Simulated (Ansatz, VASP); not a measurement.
## CsCl in VASP and in Ansatz

The input INCAR:

```
SYSTEM = CsCl
PREC = Accurate
ENCUT = 500
EDIFF = 1E-7
ISMEAR = -1
SIGMA = 0.1
LREAL = .False.
LASPH = .True.
NELM = 120
ALGO = Normal
ISIF = 3
LWAVE = .False.
LCHARG = .False.
GGA = PS
IBRION = 2
NSW = 100
EDIFFG = -0.002
GGA_COMPAT = .False.
NELMIN = 4
```

KPOINTS

```
Automatic mesh
0
Gamma
  10 10 10
  0 0 0
```

File POSCAR:

```
CsCl
1.0
    4.1230000000      0.0000000000      0.0000000000
    0.0000000000      4.1230000000      0.0000000000
    0.0000000000      0.0000000000      4.1230000000
Cs Cl
1 1
Direct
    0.0000000000      0.0000000000      0.0000000000
    0.5000000000      0.5000000000      0.5000000000
```

Input for Ansatz:

```yaml
crystal:
  lattice:
    - [4.123, 0.0, 0.0]
    - [0.0, 4.123, 0.0]
    - [0.0, 0.0, 4.123]
  atoms:
    - { symbol: Cs, position: [0.0, 0.0, 0.0] }
    - { symbol: Cl, position: [0.5, 0.5, 0.5] }
kpoints:
  mp_grid: { grid: [10, 10, 10] }
scf:
  occupations: { method: fermi_dirac, width: 0.1 }
hamiltonian:
  xc: pbesol
  pseudopotentials: { kind: paw }
relax:
  f_tol: 0.002
  max_steps: 80
  cell: {}
output:
  forces: true
  stress: true
```

Alike in both runs: task relaxation of cell and atoms; functional PBEsol; k mesh 10 × 10 × 10; occupations fermi-dirac, width 0.1 eV; no spin polarisation.

```csv
,VASP,Ansatz
version,VASP 6.6.1,Ansatz 0.2.0
potentials or method,"VASP PAW PBE potentials, release 64 (Cs_sv, Cl)","PAW with Ansatz's default frozen-core files, scalar-relativistic"
plane-wave cutoff (eV),500,420
valence electrons in the cell,16,16
```

|  | VASP | Ansatz | Ansatz less VASP |
| --- | --- | --- | --- |
| relaxed volume (Å³/atom) | 33.75 | 33.59 | -0.154 |
| relaxed cell length with the largest relative difference (Å) | 4.072 | 4.065 | -0.0062 |

VASP's potentials were made for PBE, not for PBEsol.

Spin-orbit coupling is off throughout.
